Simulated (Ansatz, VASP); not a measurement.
**CdS: VASP beside Ansatz**

```xyz
4
Lattice="4.1500 0.0000 0.0000 -2.0750 3.5940 0.0000 0.0000 0.0000 6.7370" Properties=species:S:1:pos:R:3 pbc="T T T"
Cd    0.0000    2.3960    0.0000
Cd    2.0750    1.1980    3.3685
S     0.0000    2.3960    2.5264
S     2.0750    1.1980    5.8949
```

Alike in both runs: task single point; functional PBEsol; k mesh 6 × 6 × 4; occupations gaussian, width 0.1 eV; no spin polarisation.

|  | VASP | Ansatz |
| --- | --- | --- |
| version | VASP 6.6.1 | Ansatz 0.2.0 |
| potentials or method | VASP PAW PBE potentials, release 64 (Cd, S), cutoff 500 eV | scalar-relativistic, plane waves, PAW |
| valence electrons in the cell | 36 | 52 |

Ansatz gave:

```
gap on the k mesh at the Fermi level (eV)                     : 1.06
least direct gap on the mesh (eV)                             : 1.06
pressure (GPa)                                                : -1.0
traceless stress, the component that is largest in VASP (GPa) : 0.37
rms of the force components (eV/Å)                            : 0.037
```

Q: What did VASP give for the same quantities?

A: gap on the k mesh at the Fermi level (eV): 1.06; least direct gap on the mesh (eV): 1.06; pressure (GPa): -0.6; traceless stress, the component that is largest in VASP (GPa): 0.39; rms of the force components (eV/Å): 0.038.

VASP's potentials were made for PBE, not for PBEsol. Atom by atom the forces differ by 0.001 eV/Å (rms over components). With one functional, cell and mesh, what is left measures potentials, basis and numerics. VASP's potentials hold 36 valence electrons a cell and Ansatz's 52, so a difference there can come from the potentials and not from the codes.
